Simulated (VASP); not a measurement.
# Rh (P6_3/mmc) in VASP: a series of runs, part 2 of 2

VASP 6.6.1.

### 6 Single point, r2SCAN (12.69 Å³/atom)

This run uses another cell than the first one, of 12.69 Å³/atom.

The input, POSCAR:

```
Rh
1.0
    2.6294055210      0.0000000000      0.0000000000
   -1.3147027605      2.2771319781      0.0000000000
    0.0000000000      0.0000000000      4.2374541811
Rh
2
Direct
    0.3333333333      0.6666666667      0.2500000000
    0.6666666667      0.3333333333      0.7500000000
```

The input, INCAR.step1:

```
SYSTEM = Rh
PREC = Accurate
ENCUT = 520
ISMEAR = -1
SIGMA = 0.1
LREAL = .False.
LASPH = .True.
NELM = 100
NBANDS = 22
GGA = PE
ALGO = Normal
EDIFF = 1E-4
LWAVE = .True.
LCHARG = .False.
```

The input, INCAR.step2:

```
SYSTEM = Rh
PREC = Accurate
ENCUT = 520
EDIFF = 1E-6
ISMEAR = -1
SIGMA = 0.1
LREAL = .False.
LASPH = .True.
NELM = 100
ALGO = Normal
ISIF = 2
LWAVE = .False.
LCHARG = .False.
METAGGA = R2SCAN
LMIXTAU = .True.
NBANDS = 22
ISTART = 1
```

The input, KPOINTS:

```
Automatic mesh
0
Gamma
  15 15 8
  0 0 0
```

Potentials or basis: VASP PAW PBE potentials, release 64 (Rh_pv).

The run is started by

```sh
cat potpaw_PBE.64/Rh_pv/POTCAR > POTCAR
cp INCAR.step1 INCAR
mpirun -np 1 vasp_std > vasp.out
cp INCAR.step2 INCAR
mpirun -np 1 vasp_std > vasp.out
```

OUTCAR:

```text
SYSTEM = Rh
   PREC = Accurate
   ENCUT = 520
   EDIFF = 1E-6
   ISMEAR = -1
   LREAL = .False.
   LASPH = .True.
   NELM = 100
   ISIF = 2
   METAGGA = R2SCAN
   ISTART = 1

 ion  position               nearest neighbor table
   1  0.333  0.667  0.250-   2 2.61   2 2.61   2 2.61   2 2.61   2 2.61   2 2.61
   2  0.667  0.333  0.750-   1 2.61   1 2.61   1 2.61   1 2.61   1 2.61   1 2.61

  LATTYP: Found a hexagonal cell.
 ALAT       =     2.6294055210
 C/A-ratio  =     1.6115635824

  Lattice vectors:

 A1 = (   2.6294055210,   0.0000000000,   0.0000000000)
 A2 = (  -1.3147027605,   2.2771319781,   0.0000000000)
 A3 = (   0.0000000000,   0.0000000000,   4.2374541811)

Analysis of symmetry for initial positions (statically):
=====================================================================
 Subroutine PRICEL returns:
 Original cell was already a primitive cell.

 Routine SETGRP: Setting up the symmetry group for a
 hexagonal supercell.

 Subroutine GETGRP returns: Found 24 space group operations
 (whereof 12 operations were pure point group operations)
 out of a pool of 24 trial point group operations.

The static configuration has the point symmetry D_3d.
 The point group associated with its full space group is D_6h.

Analysis of symmetry for dynamics (positions and initial velocities):
=====================================================================
 Subroutine PRICEL returns:
 Original cell was already a primitive cell.

 Routine SETGRP: Setting up the symmetry group for a
 hexagonal supercell.

 Subroutine GETGRP returns: Found 24 space group operations
 (whereof 12 operations were pure point group operations)
 out of a pool of 24 trial point group operations.

The dynamic configuration has the point symmetry D_3d.
 The point group associated with its full space group is D_6h.

 Subroutine INISYM returns: Found 24 space group operations
 (whereof 12 operations are pure point group operations),
 and found     1 'primitive' translations

----------------------------------------------------------------------------------------

                                     Primitive cell

  volume of cell :      25.3718

  direct lattice vectors                    reciprocal lattice vectors
     2.629405521  0.000000000  0.000000000     0.380314102  0.219574449  0.000000000
    -1.314702760  2.277131978  0.000000000     0.000000000  0.439148899  0.000000000
     0.000000000  0.000000000  4.237454181     0.000000000  0.000000000  0.235990752

  length of vectors
     2.629405521  2.629405521  4.237454181     0.439148899  0.439148899  0.235990752

  position of ions in fractional coordinates (direct lattice)
     0.333333333  0.666666667  0.250000000
     0.666666667  0.333333333  0.750000000

  ion indices of the primitive-cell ions
   primitive index   ion index
                 1           1
                 2           2

----------------------------------------------------------------------------------------

 KPOINTS: Automatic mesh

Automatic generation of k-mesh.
 Grid dimensions read from file:
 generate k-points for:   15   15    8

 Generating k-lattice:

  Cartesian coordinates                     Fractional coordinates (reciprocal lattice)
     0.025354273  0.014638297  0.000000000     0.066666667  0.000000000  0.000000000
     0.000000000  0.029276593  0.000000000     0.000000000  0.066666667  0.000000000
     0.000000000  0.000000000  0.029498844     0.000000000  0.000000000  0.125000000

  Length of vectors
     0.029276593  0.029276593  0.029498844

  Shift w.r.t. Gamma in fractional coordinates (k-lattice)
     0.000000000  0.000000000  0.000000000

 Subroutine IBZKPT returns following result:
 ===========================================

 Found    135 irreducible k-points:

 Following reciprocal coordinates:
            Coordinates               Weight
  0.000000  0.000000  0.000000      1.000000
  0.066667  0.000000  0.000000      6.000000
  0.133333  0.000000  0.000000      6.000000
  0.200000  0.000000  0.000000      6.000000
  0.266667  0.000000  0.000000      6.000000
  0.333333  0.000000  0.000000      6.000000
[... 16 lines left out ...]
  0.333333  0.200000  0.000000     12.000000
  0.400000  0.200000  0.000000      6.000000
 [... further k-points ...]
   k-points           NKPTS =    135   k-points in BZ     NKDIM =    135   number of bands    NBANDS=     22
   number of dos      NEDOS =    301   number of ions     NIONS =      2
   total plane-waves  NPLWV =  12800
   dimension x,y,z NGX =    20 NGY =   20 NGZ =   32
   dimension x,y,z NGXF=    40 NGYF=   40 NGZF=   64
   ions per type =               2
   NGX,Y,Z   is equivalent  to a cutoff of  12.65, 12.65, 12.55 a.u.
   NGXF,Y,Z  is equivalent  to a cutoff of  25.29, 25.29, 25.11 a.u.
 SYSTEM =  Rh
   PREC   = accura    normal or accurate (medium, high low for compatibility)
   ISTART =      1    job   : 0-new  1-cont  2-samecut
   ICHARG =      0    charge: 1-file 2-atom 10-const
   ISPIN  =      1    spin polarized calculation?
   LNONCOLLINEAR =      F non collinear calculations
   LSORBIT =      F    spin-orbit coupling
   LASPH  =      T    aspherical Exc in radial PAW
   ENCUT  =  520.0 eV  38.22 Ry    6.18 a.u.   4.89  4.89  7.88*2*pi/ulx,y,z
   NELM   =    100;   NELMIN=  2; NELMDL=  0     # of ELM steps
   EDIFF  = 0.1E-05   stopping-criterion for ELM
   LREAL  =      F    real-space projection
   EDIFFG = 0.1E-04   stopping-criterion for IOM
   NSW    =      0    number of steps for IOM
   IBRION =     -1    ionic relax: 0-MD 1-quasi-New 2-CG
   NFREE  =      0    steps in history (QN), initial steepest desc. (CG)
   ISIF   =      2    stress and relaxation
   ISYM   =      2    0-nonsym 1-usesym 2-fastsym
   POTIM  = 0.5000    time-step for ionic-motion
   TEBEG  =    0.0;   TEEND  =   0.0 temperature during run
   PSTRESS=    0.0 pullay stress
   NELECT =      30.0000    total number of electrons
   NUPDOWN=      -1.0000    fix difference up-down
   EMIN   =  10.00;   EMAX   =-10.00  energy-range for DOS
   EFERMI =   0.00;   METHOD = LEGACY
   ISMEAR =    -1;   SIGMA  =   0.10  broadening in eV -4-tet -1-fermi 0-gaus
   EFERMI_NEDOS =   21; number of points for ismear=-14 and -15
   IALGO  =     38    algorithm
   IMIX   =      4    mixing-type and parameters
     AMIX     =   0.40;   BMIX     =  1.00
     AMIX_MAG =   1.60;   BMIX_MAG =  1.00
  volume/ion in A,a.u.               =      12.69        85.61
  Fermi-wavevector in a.u.,A,eV,Ry     =   1.731138  3.271376 40.774460  2.996838
  Thomas-Fermi vector in A             =   2.805561
   LORBIT       =      0    0 simple, 1 ext, 2 COOP (PROOUT), +10 PAW based schemes
   METAGGA = R2SCAN    functional components
   LHFCALC =     F    Hartree Fock is set to
   AEXX    =    0.0000 exact exchange contribution
   IVDW    =     0    specifies the selected vdW correction
   LEPSILON=     F    determine dielectric tensor
   LRPA    =     F    only Hartree local field effects (RPA)
 non-spin polarized calculation
  energy-cutoff  :      520.00
  volume of cell :       25.37
 maximum number of plane-waves:       705
 NGX is ok and might be reduce to    20
   NGX =  9   NGY =  9   NGZ = 15

 number of electron      29.9999993 magnetization

 Free energy of the ion-electron system (eV)
  ---------------------------------------------------
  ext. energy  EPLUGINS =         0.00000000
  ---------------------------------------------------
  free energy    TOTEN  =       -48.03346657 eV

  energy without entropy =      -47.94009279  energy(sigma->0) =      -47.98677968

 E-fermi :  13.3857     XC(G=0): -15.8165

 val. band max:       13.3838248152   @ k =   0.2667   0.0667   0.3750
 cond. band min:      13.3922864983   @ k =   0.2667   0.2667   0.1250
 fundamental gap:      0.0084616832
 Fermi energy:        13.3856591726

 k-point     1 :       0.0000    0.0000    0.0000
  band No.  band energies     occupation
      1     -35.7045      2.00000
      2     -34.7827      2.00000
      3     -34.7827      2.00000
      4     -34.6365      2.00000
      5     -34.6312      2.00000
      6     -34.6312      2.00000
[... 14 lines left out ...]
     21      30.6034      0.00000
     22      30.6037      0.00000
[... 552 lines left out ...]
  band No.  band energies     occupation
      1     -35.4675      2.00000
      2     -35.3001      2.00000
      3     -35.1703      2.00000
      4     -35.1536      2.00000
      5     -34.9555      2.00000
      6     -34.9347      2.00000
[... 14 lines left out ...]
     21      27.2250      0.00000
     22      29.5173      0.00000

 [... further k-points ...]

------------------------ aborting loop because EDIFF is reached ----------------------------------------

  FORCE on cell =-STRESS in cart. coord.  units (eV):
  Direction    XX          YY          ZZ          XY          YZ          ZX
  --------------------------------------------------------------------------------------
  -------------------------------------------------------------------------------------
  Total        4.7831240      4.7831240      4.8605216      0.0000000      0.0000000      0.0000000
  in kB      302.0448481    302.0448481    306.9323581      0.0000000      0.0000000      0.0000000
  external PRESSURE =     303.6740181 kB  Pullay stress =       0.0000000 kB

 VOLUME and BASIS-vectors are now :
 -----------------------------------------------------------------------------
  energy-cutoff  :      520.00
  volume of cell :       25.37
      direct lattice vectors                 reciprocal lattice vectors
     2.629405521  0.000000000  0.000000000     0.380314102  0.219574449  0.000000000
    -1.314702760  2.277131978  0.000000000     0.000000000  0.439148899  0.000000000
     0.000000000  0.000000000  4.237454181     0.000000000  0.000000000  0.235990752

 POSITION                                       TOTAL-FORCE (eV/Angst)
 -----------------------------------------------------------------------------------
     -0.00000      1.51809      1.05936        -0.000000      0.000000      0.000000
      1.31470      0.75904      3.17809         0.000000     -0.000000      0.000000
 -----------------------------------------------------------------------------------
    total drift:                               -0.000000      0.000000     -0.000000

  FREE ENERGIE OF THE ION-ELECTRON SYSTEM (eV)
  ---------------------------------------------------
  free  energy   TOTEN  =       -48.0334665739 eV

  energy  without entropy=      -47.9400927924  energy(sigma->0) =      -47.98677968
```

Run time: 2.8 min. Hardware: 1 thread of Intel Xeon Platinum 8488C (Sapphire Rapids), shared host; peak memory 0.19 GiB.

What came out:

```yaml
Free_energy: -48.0335 eV
Pressure: 30.4 GPa
Band_gap_on_the_k_mesh: zero (bands 15 and 16 overlap by 2.76 eV)
```

Stress tensor (GPa, compression positive):
```
30.20  0.00  0.00
 0.00 30.20  0.00
 0.00  0.00 30.69
```

Caveat: the cell stands under pressure; the PAW data sets were made with another functional, which shifts forces and pressure a little.

### 7 Summary

| task | cell | k mesh | cutoff (eV) | gap on the mesh (eV) | pressure (GPa) |
| --- | --- | --- | --- | --- | --- |
| single point | a = 2.704, b = 2.704, c = 4.357 Å, angles 90.0, 90.0, 120.0°, 2 atoms | 22 × 22 × 12 | 520 | none | 1.2 |
| relaxation of cell and atoms | relaxed from a = 2.689, b = 2.689, c = 4.391 Å, angles 90.0, 90.0, 120.0°, 2 atoms | 13 × 13 × 7 | 600 | none | 0.0 |
| single point | a = 2.704, b = 2.704, c = 4.357 Å, angles 90.0, 90.0, 120.0°, 2 atoms | 13 × 13 × 7 | 520 | none | 1.2 |
| single point | a = 2.591, b = 2.591, c = 4.175 Å, angles 90.0, 90.0, 120.0°, 2 atoms | 15 × 15 × 8 | 520 | none | 51.2 |
| single point | a = 2.629, b = 2.629, c = 4.237 Å, angles 90.0, 90.0, 120.0°, 2 atoms | 15 × 15 × 8 | 520 | none | 30.4 |

Alike in all rows: level r2SCAN; potentials or basis VASP PAW PBE potentials, release 64 (Rh_pv); no spin polarisation; smearing fermi-dirac 0.1 eV.

Caveats: the PAW data sets were made with another functional, which shifts forces and pressure a little; the cell stands under pressure (at least some runs).

Absolute energies hang on the potentials; compare differences alone.
